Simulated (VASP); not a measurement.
# Na (P6_3/mmc) in VASP: notebook, part 2 of 2

VASP 6.6.1. The steps go on from the part before.

## Step 5: Single point, PBEsol

INCAR

```
SYSTEM = Na
  PREC = Accurate
  ENCUT = 500
  EDIFF = 1E-6
  ISMEAR = 1
  SIGMA = 0.15
  LREAL = .False.
  LASPH = .True.
  NELM = 120
  ALGO = Normal
  ISIF = 2
  LWAVE = .False.
  LCHARG = .True.
  GGA = PS
  LELF = .True.
  LVHAR = .True.
  NBANDS = 14
  GGA_COMPAT = .False.
```

KPOINTS

```
regular mesh
0
Gamma
  6 6 3
  0 0 0
```

POSCAR

```
Na
1.0
    3.7670000000      0.0000000000      0.0000000000
   -1.8835000000      3.2623176961      0.0000000000
    0.0000000000      0.0000000000      6.1540000000
Na
2
Direct
    0.3333330000      0.6666670000      0.2500000000
    0.6666670000      0.3333330000      0.7500000000
```

Potentials or basis: VASP PAW PBE potentials, release 64 (Na_pv).

The run is started by

```sh
$ cat potpaw_PBE.64/Na_pv/POTCAR > POTCAR
$ mpirun -np 1 vasp_std > vasp.out
```

OUTCAR:

```text
SYSTEM = Na
   PREC = Accurate
   ENCUT = 500
   EDIFF = 1E-6
   ISMEAR = 1
   LREAL = .False.
   LASPH = .True.
   NELM = 120
   ISIF = 2
   GGA = PS

 ion  position               nearest neighbor table
   1  0.333  0.667  0.250-
   2  0.667  0.333  0.750-

  LATTYP: Found a hexagonal cell.
 ALAT       =     3.7670000000
 C/A-ratio  =     1.6336607380

  Lattice vectors:

 A1 = (   3.7670000000,   0.0000000000,   0.0000000000)
 A2 = (  -1.8835000000,   3.2623176961,   0.0000000000)
 A3 = (   0.0000000000,   0.0000000000,   6.1540000000)

Analysis of symmetry for initial positions (statically):
=====================================================================
 Subroutine PRICEL returns:
 Original cell was already a primitive cell.

 Routine SETGRP: Setting up the symmetry group for a
 hexagonal supercell.

 Subroutine GETGRP returns: Found 24 space group operations
 (whereof 12 operations were pure point group operations)
 out of a pool of 24 trial point group operations.

The static configuration has the point symmetry D_3d.
 The point group associated with its full space group is D_6h.

[... 162 lines left out ...]
      3     -24.5516      2.00000
      4     -24.5473      2.00000
      5     -24.5470      2.00000
      6     -24.5470      2.00000
      7      -2.9875      2.00000
      8       0.7912     -0.00000
      9       1.1956     -0.00000
     10      10.1197      0.00000
     11      10.1197      0.00000
     12      10.4637      0.00000
     13      10.4637      0.00000
     14      10.6102      0.00000
[... 207 lines left out ...]
      1     -24.5722      2.00000
      2     -24.5722      2.00000
      3     -24.5692      2.00000
      4     -24.5643      2.00000
      5     -24.5547      2.00000
      6     -24.5547      2.00000
      7       1.9464     -0.00000
      8       2.0843     -0.00000
      9       2.0843     -0.00000
     10       3.1857     -0.00000
     11       3.7284      0.00000
     12       3.7284      0.00000
     13       8.1865      0.00000
     14       8.8580      0.00000

------------------------ aborting loop because EDIFF is reached ----------------------------------------

  FORCE on cell =-STRESS in cart. coord.  units (eV):
  Direction    XX          YY          ZZ          XY          YZ          ZX
  --------------------------------------------------------------------------------------
  -------------------------------------------------------------------------------------
  Total       -0.0629665     -0.0629665     -0.1824897     -0.0000000      0.0000000      0.0000000
  in kB       -1.3339539     -1.3339539     -3.8660678     -0.0000000      0.0000000      0.0000000
  external PRESSURE =      -2.1779919 kB  Pullay stress =       0.0000000 kB

 VOLUME and BASIS-vectors are now :
 -----------------------------------------------------------------------------
  energy-cutoff  :      500.00
  volume of cell :       75.63
      direct lattice vectors                 reciprocal lattice vectors
     3.767000000  0.000000000  0.000000000     0.265463233  0.153265269  0.000000000
    -1.883500000  3.262317696  0.000000000     0.000000000  0.306530538  0.000000000
     0.000000000  0.000000000  6.154000000     0.000000000  0.000000000  0.162495938

 POSITION                                       TOTAL-FORCE (eV/Angst)
 -----------------------------------------------------------------------------------
     -0.00000      2.17488      1.53850         0.000000      0.000000      0.000000
      1.88350      1.08744      4.61550        -0.000000      0.000000      0.000000
 -----------------------------------------------------------------------------------
    total drift:                                0.000088     -0.000051      0.000102

  FREE ENERGIE OF THE ION-ELECTRON SYSTEM (eV)
  ---------------------------------------------------
  free  energy   TOTEN  =        -2.7561754848 eV

  energy  without entropy=       -2.7498117258  energy(sigma->0) =       -2.75405423
```

stdout:

```text
POSCAR found type information on POSCAR Na
 POSCAR found :  1 types and       2 ions
 scaLAPACK will be used
 -----------------------------------------------------------------------------
|                                                                             |
|                                                                             |
|     You enforced a specific xc type in the INCAR file but a different       |
|     I HOPE YOU KNOW WHAT YOU ARE DOING!                                     |
|                                                                             |
 -----------------------------------------------------------------------------

 LDA part: xc-table for (Slater+PW92), standard interpolation
 POSCAR, INCAR and KPOINTS ok, starting setup
 FFT: planning ... GRIDC
 FFT: planning ... GRID_SOFT
 FFT: planning ... GRID
 WAVECAR not read
 entering main loop
```

Wall time 17 s (1 thread of Intel Xeon 8259CL, shared host); peak memory 0.17 GiB.

What came out:

- Free energy: -2.7562 eV
- Pressure: -0.2 GPa
- Band gap on the k mesh: zero (band 7 reaches 1.95 eV, above the bottom of band 8 at -1.19 eV)

Stress tensor (GPa, compression positive):
```
-0.13  0.00  0.00
 0.00 -0.13  0.00
 0.00  0.00 -0.39
```

Levels at points of the mesh, in eV from the Fermi level:
| k point | band 4 | band 5 | band 6 | band 7 | band 8 | band 9 | band 10 | band 11 |
| --- | --- | --- | --- | --- | --- | --- | --- | --- |
| (0.00, 0.00, 0.00) | -24.76 | -24.76 | -24.76 | -3.20 | 0.58 | 0.98 | 9.90 | 9.90 |
| (0.50, 0.00, 0.00) | -24.77 | -24.77 | -24.77 | 0.27 | 0.39 | 3.85 | 3.86 | 4.33 |

Caveat: the PAW data sets were made with another functional, which shifts forces and pressure a little.

## Step 6: Single point, PBEsol

INCAR

```
SYSTEM = Na
  ALGO = Normal
  EDIFF = 1E-6
  ENCUT = 500
  GGA = PS
  GGA_COMPAT = .FALSE.
  ISIF = 2
  ISMEAR = 1
  LASPH = .TRUE.
  LCHARG = .FALSE.
  LREAL = .FALSE.
  LWAVE = .FALSE.
  NBANDS = 14
  NELM = 120
  PREC = Accurate
  SIGMA = 0.15
```

KPOINTS

```
k-points
0
G
  7 7 4
  0 0 0
```

POSCAR is that of step 5.

Potentials or basis: VASP PAW PBE potentials, release 64 (Na_pv).

The run is started by

```sh
$ cat potpaw_PBE.64/Na_pv/POTCAR > POTCAR
$ mpirun -np 1 vasp_std > vasp.out
```

OUTCAR:

```text
SYSTEM = Na
   EDIFF = 1E-6
   ENCUT = 500
   GGA = PS
   ISIF = 2
   ISMEAR = 1
   LASPH = .TRUE.
   LREAL = .FALSE.
   NELM = 120
   PREC = Accurate

 ion  position               nearest neighbor table
   1  0.333  0.667  0.250-
   2  0.667  0.333  0.750-

  LATTYP: Found a hexagonal cell.
 ALAT       =     3.7670000000
 C/A-ratio  =     1.6336607380

  Lattice vectors:

 A1 = (   3.7670000000,   0.0000000000,   0.0000000000)
[... 593 lines left out ...]

------------------------ aborting loop because EDIFF is reached ----------------------------------------

  FORCE on cell =-STRESS in cart. coord.  units (eV):
  Direction    XX          YY          ZZ          XY          YZ          ZX
  --------------------------------------------------------------------------------------
  -------------------------------------------------------------------------------------
  Total       -0.1770602     -0.1770602     -0.0539826      0.0000000     -0.0000000      0.0000000
  in kB       -3.7510437     -3.7510437     -1.1436276      0.0000000     -0.0000000      0.0000000
  external PRESSURE =      -2.8819050 kB  Pullay stress =       0.0000000 kB

 VOLUME and BASIS-vectors are now :
 -----------------------------------------------------------------------------
  energy-cutoff  :      500.00
  volume of cell :       75.63
      direct lattice vectors                 reciprocal lattice vectors
     3.767000000  0.000000000  0.000000000     0.265463233  0.153265269  0.000000000
    -1.883500000  3.262317696  0.000000000     0.000000000  0.306530538  0.000000000
     0.000000000  0.000000000  6.154000000     0.000000000  0.000000000  0.162495938

 POSITION                                       TOTAL-FORCE (eV/Angst)
 -----------------------------------------------------------------------------------
     -0.00000      2.17488      1.53850         0.000000     -0.000000      0.000000
      1.88350      1.08744      4.61550        -0.000000      0.000000      0.000000
 -----------------------------------------------------------------------------------
    total drift:                                0.000088     -0.000051      0.000102

  FREE ENERGIE OF THE ION-ELECTRON SYSTEM (eV)
  ---------------------------------------------------
  free  energy   TOTEN  =        -2.8078268974 eV

  energy  without entropy=       -2.8087158462  energy(sigma->0) =       -2.80812321
```

OSZICAR:

```text
N       E                     dE             d eps       ncg     rms          rms(c)
DAV:   1     0.100631023276E+03    0.10063E+03   -0.74351E+03   672   0.926E+02
DAV:   2     0.126393649663E+01   -0.99367E+02   -0.98297E+02   684   0.272E+02
DAV:   3    -0.275428696163E+01   -0.40182E+01   -0.40152E+01   864   0.634E+01
DAV:   4    -0.281073160670E+01   -0.56445E-01   -0.56443E-01   744   0.806E+00
DAV:   5    -0.281198296409E+01   -0.12514E-02   -0.12513E-02   858   0.123E+00    0.326E-01
DAV:   6    -0.280881752263E+01    0.31654E-02   -0.47229E-03   834   0.106E+00    0.198E-01
DAV:   7    -0.280791722485E+01    0.90030E-03   -0.42774E-03   828   0.874E-01    0.652E-02
DAV:   8    -0.280782620413E+01    0.91021E-04   -0.46697E-04   876   0.383E-01    0.415E-03
DAV:   9    -0.280782689741E+01   -0.69328E-06   -0.54155E-06   744   0.295E-02
   1 F= -.28078269E+01 E0= -.28081232E+01  d E =0.888949E-03
```

Wall time 24 s (1 thread of Intel Xeon 8259CL, shared host); peak memory 0.17 GiB.

Results:

```
Free energy            : -2.8078 eV
Pressure               : -0.3 GPa
Band gap on the k mesh : zero (band 7 reaches 1.49 eV, above the bottom of band 8 at -1.97 eV)
```

Levels at points of the mesh, in eV from the Fermi level:
```tsv
k point	band 4	band 5	band 6	band 7	band 8	band 9	band 10	band 11
(0.00, 0.00, 0.00)	-24.72	-24.72	-24.72	-3.16	0.62	1.03	9.95	9.95
(0.00, 0.00, 0.50)	-24.72	-24.72	-24.72	-2.14	-2.14	5.53	5.53	10.53
```

Caveat: the PAW data sets were made with another functional, which shifts forces and pressure a little.

## Step 7: Single point, PBEsol

INCAR

```
SYSTEM = Na
  PREC = Accurate
  ENCUT = 500
  EDIFF = 1E-6
  ISMEAR = 1
  SIGMA = 0.15
  LREAL = .FALSE.
  LASPH = .TRUE.
  NELM = 120
  ALGO = Normal
  ISIF = 2
  LWAVE = .FALSE.
  LCHARG = .FALSE.
  GGA = PS
  NBANDS = 14
  GGA_COMPAT = .FALSE.
```

KPOINTS

```
Automatic mesh
0
G
  9 9 5
  0 0 0
```

POSCAR is that of step 6.

Potentials or basis: VASP PAW PBE potentials, release 64 (Na_pv).

The run is started by

```sh
$ cat potpaw_PBE.64/Na_pv/POTCAR > POTCAR
$ mpirun -np 1 vasp_std > vasp.out
```

OUTCAR:

```text
SYSTEM = Na
   PREC = Accurate
   ENCUT = 500
   EDIFF = 1E-6
   ISMEAR = 1
   LREAL = .FALSE.
   LASPH = .TRUE.
   NELM = 120
   ISIF = 2
   GGA = PS

 ion  position               nearest neighbor table
   1  0.333  0.667  0.250-
   2  0.667  0.333  0.750-

  LATTYP: Found a hexagonal cell.
 ALAT       =     3.7670000000
 C/A-ratio  =     1.6336607380

  Lattice vectors:

 A1 = (   3.7670000000,   0.0000000000,   0.0000000000)
[... 596 lines left out ...]

------------------------ aborting loop because EDIFF is reached ----------------------------------------

  FORCE on cell =-STRESS in cart. coord.  units (eV):
  Direction    XX          YY          ZZ          XY          YZ          ZX
  --------------------------------------------------------------------------------------
  -------------------------------------------------------------------------------------
  Total       -0.2418346     -0.2418346      0.0705075      0.0000000     -0.0000000      0.0000000
  in kB       -5.1232990     -5.1232990      1.4937102      0.0000000     -0.0000000      0.0000000
  external PRESSURE =      -2.9176293 kB  Pullay stress =       0.0000000 kB

 VOLUME and BASIS-vectors are now :
 -----------------------------------------------------------------------------
  energy-cutoff  :      500.00
  volume of cell :       75.63
      direct lattice vectors                 reciprocal lattice vectors
     3.767000000  0.000000000  0.000000000     0.265463233  0.153265269  0.000000000
    -1.883500000  3.262317696  0.000000000     0.000000000  0.306530538  0.000000000
     0.000000000  0.000000000  6.154000000     0.000000000  0.000000000  0.162495938

 POSITION                                       TOTAL-FORCE (eV/Angst)
 -----------------------------------------------------------------------------------
     -0.00000      2.17488      1.53850        -0.000000      0.000000      0.000000
      1.88350      1.08744      4.61550         0.000000     -0.000000      0.000000
 -----------------------------------------------------------------------------------
    total drift:                                0.000088     -0.000051      0.000102

  FREE ENERGIE OF THE ION-ELECTRON SYSTEM (eV)
  ---------------------------------------------------
  free  energy   TOTEN  =        -2.8058980181 eV

  energy  without entropy=       -2.8067628158  energy(sigma->0) =       -2.80618628
```

stdout:

```text
POSCAR found type information on POSCAR Na
 POSCAR found :  1 types and       2 ions
 scaLAPACK will be used
 -----------------------------------------------------------------------------
|                                                                             |
|                                                                             |
|     You enforced a specific xc type in the INCAR file but a different       |
|     I HOPE YOU KNOW WHAT YOU ARE DOING!                                     |
|                                                                             |
 -----------------------------------------------------------------------------

 LDA part: xc-table for (Slater+PW92), standard interpolation
 POSCAR, INCAR and KPOINTS ok, starting setup
 FFT: planning ... GRIDC
 FFT: planning ... GRID_SOFT
 FFT: planning ... GRID
 WAVECAR not read
 entering main loop
```

Run time: 39 s. Hardware: 1 thread of Intel Xeon 8259CL, shared host; peak memory 0.18 GiB.

Results:

| Quantity | Value |
| --- | --- |
| Free energy | -2.8059 eV |
| Pressure | -0.3 GPa |
| Band gap on the k mesh | zero (band 7 reaches 2.13 eV, above the bottom of band 8 at -1.53 eV) |

Caveat: the PAW data sets were made with another functional, which shifts forces and pressure a little.

## Step 8: The runs side by side

| k mesh | gap on the mesh (eV) | pressure (GPa) |
| --- | --- | --- |
| 2 × 2 × 2 | none | 0.8 |
| 3 × 3 × 2 | none | -0.3 |
| 4 × 4 × 3 | none | -0.2 |
| 6 × 6 × 3 | none | -0.2 |
| 7 × 7 × 4 | none | -0.3 |
| 9 × 9 × 5 | none | -0.3 |

Alike in all rows: task single point; level PBEsol; potentials or basis VASP PAW PBE potentials, release 64 (Na_pv); no spin polarisation; cell as given; cutoff (eV) 500; smearing methfessel-paxton 0.15 eV.

Caveats: some runs use coarse meshes; the PAW data sets were made with another functional, which shifts forces and pressure a little.

Absolute energies hang on the potentials; compare differences alone.
